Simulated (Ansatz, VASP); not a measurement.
Two plane-wave programs on Cu

Contents of INCAR:

```
SYSTEM = Cu
PREC     = Accurate       ! precision mode
ENCUT    = 520            ! plane-wave cutoff, eV
EDIFF    = 1E-7           ! SCF threshold, eV
ISMEAR   = 0              ! smearing method
SIGMA    = 0.2            ! smearing width, eV
LREAL    = .False.        ! projectors in reciprocal space
LASPH    = .True.         ! aspherical terms in the spheres
NELM     = 60             ! most SCF steps
ALGO     = Normal         ! electronic algorithm
ISIF     = 2              ! what is computed and relaxed
LWAVE    = .False.        ! write WAVECAR
LCHARG   = .True.         ! write CHGCAR
GGA      = PS             ! functional
LELF     = .True.         ! ELF
LVHAR    = .True.       
NBANDS   = 42             ! bands
```

Contents of KPOINTS:

```
Automatic mesh
0
Gamma
  10 10 1
  0 0 0
```

POSCAR

```
Cu
1.0
    2.5036580000      0.0000000000      0.0000000000
   -1.2518290000      2.1682314304      0.0000000000
    0.0000000000      0.0000000000     24.5755890000
Cu
6
Direct
    0.0000000000      0.0000000000      0.3737640000
    0.6666670000      0.3333330000      0.2896140000
    0.3333330000      0.6666670000      0.4579910000
    0.0000000000      0.0000000000      0.6262360000
    0.6666670000      0.3333330000      0.5420090000
    0.3333330000      0.6666670000      0.7103860000
```

Input for Ansatz:

```yaml
crystal:
  lattice:
    - [2.503658, 0.0, 0.0]
    - [-1.2518289999999994, 2.1682314303881403, 0.0]
    - [0.0, 0.0, 24.575589]
  atoms:
    - { symbol: Cu, position: [0.0, 0.0, 0.373764] }
    - { symbol: Cu, position: [0.666667, 0.333333, 0.289614] }
    - { symbol: Cu, position: [0.333333, 0.666667, 0.457991] }
    - { symbol: Cu, position: [0.0, 0.0, 0.626236] }
    - { symbol: Cu, position: [0.666667, 0.333333, 0.542009] }
    - { symbol: Cu, position: [0.333333, 0.666667, 0.710386] }
basis:
  ecutwfc: 450.0
kpoints:
  mp_grid:
    grid: [10, 10, 1]
hamiltonian:
  xc: pbesol
scf:
  occupations:
    method: gaussian
    width: 0.2
output:
  forces: true
  stress: true
```

Alike in both runs: task single point; functional PBEsol; k mesh 10 × 10 × 1; occupations gaussian, width 0.2 eV; no spin polarisation.

|  | VASP | Ansatz |
| --- | --- | --- |
| version | VASP 6.6.1 | Ansatz 0.2.0 |
| potentials or method | VASP PAW PBE potentials, release 64 (Cu), cutoff 520 eV | plane waves, PAW |
| valence electrons in the cell | 66 | 114 |

```csv
,VASP,Ansatz,Ansatz less VASP
rms of the force components (eV/Å),0.027,0.032,+0.0046
```

VASP's potentials were made for PBE, not for PBEsol. Atom by atom the forces differ by 0.007 eV/Å (rms over components). VASP's potentials hold 66 valence electrons a cell and Ansatz's 114, so a difference there can come from the potentials and not from the codes. Ansatz's warnings: structure snapped to symmetry.
